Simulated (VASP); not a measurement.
# LiRe3 (Fm-3m) in VASP: further runs

Runs on LiRe3. Level: PBE. Tasks: single point, relaxation of cell and atoms.

All numbers are computed with VASP 6.6.1; they aren't measurements. Logs are shortened: lines on timing, memory, paths and dates and some standing lists are left out, and cuts for length are marked.

## 1. The cell of the first run

It takes space group Fm-3m (No. 225, cubic). Conventional cell: a = 5.953 Å, b = 5.953 Å, c = 5.953 Å, α = 90.00°, β = 90.00°, γ = 90.00°. Li (site symmetry m-3m) has 14 Re at 2.58 to 2.98 Å within 3.4 Å. Re (site symmetry -43m) has 4 Li at 2.58 Å and 10 Re at 2.58 to 2.98 Å within 3.4 Å. Re (site symmetry m-3m) has 8 Re at 2.58 Å and 6 Li at 2.98 Å within 3.4 Å.

## 2. Single point, PBE

Contents of INCAR:

```
PREC     = Accurate       # precision mode
ENCUT    = 520            # plane-wave cutoff, eV
EDIFF    = 1E-7           # SCF threshold, eV
ISMEAR   = -1             # smearing method
SIGMA    = 0.1            # smearing width, eV
LREAL    = F              # projectors in reciprocal space
LASPH    = T              # aspherical terms in the spheres
NELM     = 100            # most SCF steps
ALGO     = Normal         # electronic algorithm
ISIF     = 2              # what is computed and relaxed
LWAVE    = F              # write WAVECAR
LCHARG   = T              # write CHGCAR
GGA      = PE             # functional
LELF     = T              # ELF
LVHAR    = T            
NBANDS   = 20             # bands
```

Contents of KPOINTS:

```
Automatic mesh
0
Gamma
  6 6 6
```

Contents of POSCAR:

```
LiRe3
1.0
    0.0000000000      2.9763618505      2.9763618505
    2.9763618505      0.0000000000      2.9763618505
    2.9763618505      2.9763618505      0.0000000000
Li Re
1 3
Direct
    0.0000000000      0.0000000000      0.0000000000
    0.7500000000      0.7500000000      0.7500000000
    0.2500000000      0.2500000000      0.2500000000
    0.5000000000      0.5000000000      0.5000000000
```

Potentials or basis: VASP PAW PBE potentials, release 64 (Li_sv, Re).

Started as:

```console
$ cat potpaw_PBE.64/Li_sv/POTCAR potpaw_PBE.64/Re/POTCAR > POTCAR
$ mpirun -np 1 vasp_std > vasp.out
```

OUTCAR:

```text
PREC = Accurate
   ENCUT = 520
   EDIFF = 1E-7
   ISMEAR = -1
   LREAL = F
   LASPH = T
   NELM = 100
   ISIF = 2
   GGA = PE

 ion  position               nearest neighbor table
   1  0.000  0.000  0.000-   2 2.58   2 2.58   2 2.58   2 2.58   3 2.58   3 2.58   3 2.58   3 2.58
                             4 2.98   4 2.98   4 2.98   4 2.98   4 2.98   4 2.98
   2  0.750  0.750  0.750-   4 2.58   4 2.58   4 2.58   1 2.58   4 2.58   1 2.58   1 2.58   1 2.58
                             3 2.98   3 2.98   3 2.98   3 2.98   3 2.98   3 2.98
   3  0.250  0.250  0.250-   1 2.58   1 2.58   1 2.58   1 2.58   4 2.58   4 2.58   4 2.58   4 2.58
                             2 2.98   2 2.98   2 2.98   2 2.98   2 2.98   2 2.98
   4  0.500  0.500  0.500-   3 2.58   3 2.58   3 2.58   2 2.58   3 2.58   2 2.58   2 2.58   2 2.58
                             1 2.98   1 2.98   1 2.98   1 2.98   1 2.98   1 2.98

  LATTYP: Found a face centered cubic cell.
 ALAT       =     5.9527237010

  Lattice vectors:

 A1 = (   0.0000000000,   2.9763618505,   2.9763618505)
 A2 = (   2.9763618505,   0.0000000000,   2.9763618505)
 A3 = (   2.9763618505,   2.9763618505,   0.0000000000)

Analysis of symmetry for initial positions (statically):
=====================================================================
 Subroutine PRICEL returns:
 Original cell was already a primitive cell.

 Routine SETGRP: Setting up the symmetry group for a
 face centered cubic supercell.

 Subroutine GETGRP returns: Found 48 space group operations
[... 9 lines left out ...]

 Routine SETGRP: Setting up the symmetry group for a
 face centered cubic supercell.

 Subroutine GETGRP returns: Found 48 space group operations
[... 11 lines left out ...]
                                     Primitive cell

  volume of cell :      52.7336

  direct lattice vectors                    reciprocal lattice vectors
     0.000000000  2.976361851  2.976361851    -0.167990327  0.167990327  0.167990327
     2.976361851  0.000000000  2.976361851     0.167990327 -0.167990327  0.167990327
     2.976361851  2.976361851  0.000000000     0.167990327  0.167990327 -0.167990327

  length of vectors
     4.209211296  4.209211296  4.209211296     0.290967781  0.290967781  0.290967781

  position of ions in fractional coordinates (direct lattice)
     0.000000000  0.000000000  0.000000000
     0.750000000  0.750000000  0.750000000
     0.250000000  0.250000000  0.250000000
     0.500000000  0.500000000  0.500000000

  ion indices of the primitive-cell ions
   primitive index   ion index
                 1           1
                 2           2
                 3           3
                 4           4

----------------------------------------------------------------------------------------

 KPOINTS: Automatic mesh

Automatic generation of k-mesh.
 Grid dimensions read from file:
 generate k-points for:    6    6    6

 Generating k-lattice:

  Cartesian coordinates                     Fractional coordinates (reciprocal lattice)
    -0.027998388  0.027998388  0.027998388     0.166666667  0.000000000  0.000000000
     0.027998388 -0.027998388  0.027998388     0.000000000  0.166666667  0.000000000
     0.027998388  0.027998388 -0.027998388     0.000000000  0.000000000  0.166666667

  Length of vectors
     0.048494630  0.048494630  0.048494630

  Shift w.r.t. Gamma in fractional coordinates (k-lattice)
     0.000000000  0.000000000  0.000000000

 Subroutine IBZKPT returns following result:
 ===========================================

 Found     16 irreducible k-points:

 Following reciprocal coordinates:
            Coordinates               Weight
  0.000000  0.000000  0.000000      1.000000
  0.166667  0.000000  0.000000      8.000000
  0.333333  0.000000  0.000000      8.000000
  0.500000  0.000000  0.000000      4.000000
  0.166667  0.166667  0.000000      6.000000
  0.333333  0.166667  0.000000     24.000000
[... 8 lines left out ...]
 -0.333333  0.333333  0.166667     24.000000
 -0.333333  0.500000  0.166667     12.000000
   k-points           NKPTS =     16   k-points in BZ     NKDIM =     16   number of bands    NBANDS=     20
   number of dos      NEDOS =    301   number of ions     NIONS =      4
   total plane-waves  NPLWV =  32768
   dimension x,y,z NGX =    32 NGY =   32 NGZ =   32
   dimension x,y,z NGXF=    64 NGYF=   64 NGZF=   64
   ions per type =               1   3
   NGX,Y,Z   is equivalent  to a cutoff of  12.64, 12.64, 12.64 a.u.
   NGXF,Y,Z  is equivalent  to a cutoff of  25.28, 25.28, 25.28 a.u.
 SYSTEM =  unknown system
   PREC   = accura    normal or accurate (medium, high low for compatibility)
   ISTART =      0    job   : 0-new  1-cont  2-samecut
   ICHARG =      2    charge: 1-file 2-atom 10-const
   ISPIN  =      1    spin polarized calculation?
   LNONCOLLINEAR =      F non collinear calculations
   LSORBIT =      F    spin-orbit coupling
   LASPH  =      T    aspherical Exc in radial PAW
   ENCUT  =  520.0 eV  38.22 Ry    6.18 a.u.   7.83  7.83  7.83*2*pi/ulx,y,z
   NELM   =    100;   NELMIN=  2; NELMDL= -5     # of ELM steps
   EDIFF  = 0.1E-06   stopping-criterion for ELM
   LREAL  =      F    real-space projection
   EDIFFG = 0.1E-05   stopping-criterion for IOM
   NSW    =      0    number of steps for IOM
   IBRION =     -1    ionic relax: 0-MD 1-quasi-New 2-CG
   NFREE  =      0    steps in history (QN), initial steepest desc. (CG)
   ISIF   =      2    stress and relaxation
   ISYM   =      2    0-nonsym 1-usesym 2-fastsym
   POTIM  = 0.5000    time-step for ionic-motion
   TEBEG  =    0.0;   TEEND  =   0.0 temperature during run
   PSTRESS=    0.0 pullay stress
   NELECT =      24.0000    total number of electrons
   NUPDOWN=      -1.0000    fix difference up-down
   EMIN   =  10.00;   EMAX   =-10.00  energy-range for DOS
   EFERMI =   0.00;   METHOD = LEGACY
   ISMEAR =    -1;   SIGMA  =   0.10  broadening in eV -4-tet -1-fermi 0-gaus
   EFERMI_NEDOS =   21; number of points for ismear=-14 and -15
   IALGO  =     38    algorithm
   IMIX   =      4    mixing-type and parameters
     AMIX     =   0.40;   BMIX     =  1.00
     AMIX_MAG =   1.60;   BMIX_MAG =  1.00
  volume/ion in A,a.u.               =      13.18        88.97
  Fermi-wavevector in a.u.,A,eV,Ry     =   1.259262  2.379661 21.575322  1.585741
  Thomas-Fermi vector in A             =   2.392831
   LORBIT       =      0    0 simple, 1 ext, 2 COOP (PROOUT), +10 PAW based schemes
   GGA     = PE    functional components
   LHFCALC =     F    Hartree Fock is set to
   AEXX    =    0.0000 exact exchange contribution
   IVDW    =     0    specifies the selected vdW correction
   LEPSILON=     F    determine dielectric tensor
   LRPA    =     F    only Hartree local field effects (RPA)
 non-spin polarized calculation
  energy-cutoff  :      520.00
  volume of cell :       52.73
 maximum number of plane-waves:      1435
   NGX = 15   NGY = 15   NGZ = 15

 number of electron      24.0000012 magnetization

 Free energy of the ion-electron system (eV)
  ---------------------------------------------------
  ext. energy  EPLUGINS =         0.00000000
  ---------------------------------------------------
  free energy    TOTEN  =       -38.24817241 eV

  energy without entropy =      -38.15815017  energy(sigma->0) =      -38.20316129

 E-fermi :   7.3123     XC(G=0): -13.0328

 val. band max:        7.1576859329   @ k =   0.5000   0.1667   0.0000
 cond. band min:       7.3287253315   @ k =  -0.1667   0.1667   0.0000
 fundamental gap:      0.1710393986
 Fermi energy:         7.3122980073

 k-point     1 :       0.0000    0.0000    0.0000
  band No.  band energies     occupation
      1     -37.3975      2.00000
      2      -1.8099      2.00000
      3       1.7855      2.00000
      4       1.7855      2.00000
      5       3.4744      2.00000
      6       3.4744      2.00000
[... 12 lines left out ...]
     19      15.6992      0.00000
     20      15.6993      0.00000

 k-point     2 :       0.1667    0.0000    0.0000
  band No.  band energies     occupation
      1     -37.3970      2.00000
      2      -1.3592      2.00000
      3       1.9726      2.00000
      4       1.9726      2.00000
      5       3.1300      2.00000
      6       3.5703      2.00000
[... 12 lines left out ...]
     19      16.0202      0.00000
     20      16.0432      0.00000

 k-point     3 :       0.3333    0.0000    0.0000
  band No.  band energies     occupation
      1     -37.3961      2.00000
      2      -0.1770      2.00000
      3       2.4876      2.00000
      4       2.4876      2.00000
      5       3.0147      2.00000
      6       3.5282      2.00000
[... 12 lines left out ...]
     19      16.6504      0.00000
     20      16.6594      0.00000

 k-point     4 :       0.5000    0.0000    0.0000
  band No.  band energies     occupation
      1     -37.3956      2.00000
      2       0.7884      2.00000
      3       2.8782      2.00000
      4       2.8782      2.00000
      5       2.9233      2.00000
      6       3.2245      2.00000
[... 12 lines left out ...]
     19      16.7908      0.00000
     20      16.8046      0.00000

 k-point     5 :       0.1667    0.1667    0.0000
  band No.  band energies     occupation
      1     -37.3969      2.00000
      2      -1.2241      2.00000
      3       1.9036      2.00000
      4       2.1298      2.00000
      5       3.3931      2.00000
      6       3.3931      2.00000
[... 12 lines left out ...]
     19      15.7101      0.00000
     20      15.7115      0.00000
[... 169 lines left out ...]
      6       3.5904      2.00000
[... 12 lines left out ...]
     19      10.6529      0.00000
     20      11.0801      0.00000

 k-point    14 :       0.5000    0.3333    0.1667
  band No.  band energies     occupation
      1     -37.3956      2.00000
      2       0.5983      2.00000
      3       2.1994      2.00000
      4       2.2438      2.00000
      5       2.8822      2.00000
      6       3.2891      2.00000
[... 12 lines left out ...]
     19      12.6081      0.00000
     20      13.0506      0.00000

 k-point    15 :      -0.3333    0.3333    0.1667
  band No.  band energies     occupation
      1     -37.3954      2.00000
      2       1.3486      2.00000
      3       1.7359      2.00000
      4       2.5083      2.00000
      5       2.5489      2.00000
      6       3.6417      2.00000
[... 12 lines left out ...]
     19      12.3737      0.00000
     20      12.4158      0.00000

 k-point    16 :      -0.3333    0.5000    0.1667
  band No.  band energies     occupation
      1     -37.3953      2.00000
      2       1.5028      2.00000
      3       1.6001      2.00000
      4       1.9004      2.00000
      5       2.9382      2.00000
      6       3.7343      2.00000
[... 12 lines left out ...]
     19      11.1792      0.00000
     20      11.5357      0.00000

------------------------ aborting loop because EDIFF is reached ----------------------------------------

  FORCE on cell =-STRESS in cart. coord.  units (eV):
  Direction    XX          YY          ZZ          XY          YZ          ZX
  --------------------------------------------------------------------------------------
  -------------------------------------------------------------------------------------
  Total        6.3499240      6.3499240      6.3499240      0.0000000      0.0000000      0.0000000
  in kB      192.9265167    192.9265167    192.9265167      0.0000000      0.0000000      0.0000000
  external PRESSURE =     192.9265167 kB  Pullay stress =       0.0000000 kB

 VOLUME and BASIS-vectors are now :
 -----------------------------------------------------------------------------
  energy-cutoff  :      520.00
  volume of cell :       52.73
      direct lattice vectors                 reciprocal lattice vectors
     0.000000000  2.976361851  2.976361851    -0.167990327  0.167990327  0.167990327
     2.976361851  0.000000000  2.976361851     0.167990327 -0.167990327  0.167990327
     2.976361851  2.976361851  0.000000000     0.167990327  0.167990327 -0.167990327

 POSITION                                       TOTAL-FORCE (eV/Angst)
 -----------------------------------------------------------------------------------
      0.00000      0.00000      0.00000         0.000000     -0.000000      0.000000
      4.46454      4.46454      4.46454         0.000000      0.000000      0.000000
      1.48818      1.48818      1.48818        -0.000000     -0.000000     -0.000000
      2.97636      2.97636      2.97636         0.000000     -0.000000      0.000000
 -----------------------------------------------------------------------------------
    total drift:                               -0.000000     -0.000000      0.000000

  FREE ENERGIE OF THE ION-ELECTRON SYSTEM (eV)
  ---------------------------------------------------
  free  energy   TOTEN  =       -38.2481724089 eV

  energy  without entropy=      -38.1581501688  energy(sigma->0) =      -38.20316129
```

It took 13 s on 1 thread of Intel Xeon Platinum 8559C (Emerald Rapids), shared host; peak memory 0.17 GiB.

Results:

```
Free energy            : -38.2482 eV
Band gap on the k mesh : zero (band 12 reaches 9.39 eV, above the bottom of band 13 at 6.54 eV)
```

Levels at points of the mesh, in eV from the Fermi level:
```csv
k point,band 8,band 9,band 10,band 11,band 12,band 13,band 14,band 15,band 16,band 17
"(0.00, 0.00, 0.00)",-2.91,-2.91,-2.91,2.08,2.08,2.08,2.20,2.20,3.21,3.21
"(0.50, 0.00, 0.00)",-3.86,-2.02,-2.02,-0.85,-0.85,-0.77,2.01,2.01,2.59,2.59
"(0.50, 0.50, 0.00)",-3.29,-1.42,-1.03,-1.03,0.89,0.89,1.35,1.63,3.05,3.10
```

Caveat: the cutoff is under 1.25 times the usual one of these potentials, so pressure, stress and relaxed cells hold a basis-set (Pulay) error; spin-orbit coupling is left out, which moves the levels of the heavy elements.

## 3. Single point, PBE

This run uses another cell than the first one, of 13.82 Å³/atom, 1.048 times its volume.

Contents of INCAR:

```
PREC = Accurate ; ENCUT = 520
EDIFF = 1E-6 ; ISMEAR = -1
SIGMA = 0.1 ; LREAL = F
LASPH = T ; NELM = 100
ALGO = Normal ; ISIF = 2
LWAVE = F ; LCHARG = F
GGA = PE ; NBANDS = 20
```

Contents of KPOINTS:

```
regular mesh
0
Gamma
  6 6 6
```

Contents of POSCAR:

```
LiRe3
1.0
    0.0000000000      3.0235857387      3.0235857387
    3.0235857387      0.0000000000      3.0235857387
    3.0235857387      3.0235857387      0.0000000000
Li Re
1 3
Direct
    0.0000000000      0.0000000000      0.0000000000
    0.7500000000      0.7500000000      0.7500000000
    0.2500000000      0.2500000000      0.2500000000
    0.5000000000      0.5000000000      0.5000000000
```

Potentials or basis: VASP PAW PBE potentials, release 64 (Li_sv, Re).

Started as:

```console
$ cat potpaw_PBE.64/Li_sv/POTCAR potpaw_PBE.64/Re/POTCAR > POTCAR
$ mpirun -np 1 vasp_std > vasp.out
```

Run time: 13 s. Hardware: 1 thread of Intel Xeon Platinum 8559C (Emerald Rapids), shared host; peak memory 0.17 GiB.

Results (log left out):

* Free energy: -38.4324 eV
* Band gap on the k mesh: zero (band 12 reaches 8.73 eV, above the bottom of band 13 at 6.03 eV)

Levels at points of the mesh, in eV from the Fermi level:
```csv
k point,band 9,band 10,band 11,band 12,band 13,band 14,band 15,band 16
"(0.00, 0.00, 0.00)",-2.79,-2.79,1.94,1.94,1.94,2.05,2.05,2.98
"(0.50, 0.00, 0.00)",-1.93,-1.93,-0.79,-0.79,-0.75,1.88,1.88,2.44
"(0.50, 0.50, 0.00)",-1.30,-0.94,-0.94,0.80,0.80,1.25,1.51,2.83
```

Caveat: the cutoff is under 1.25 times the usual one of these potentials, so pressure, stress and relaxed cells hold a basis-set (Pulay) error; spin-orbit coupling is left out, which moves the levels of the heavy elements.

(Part 1 of 2 ends here.)
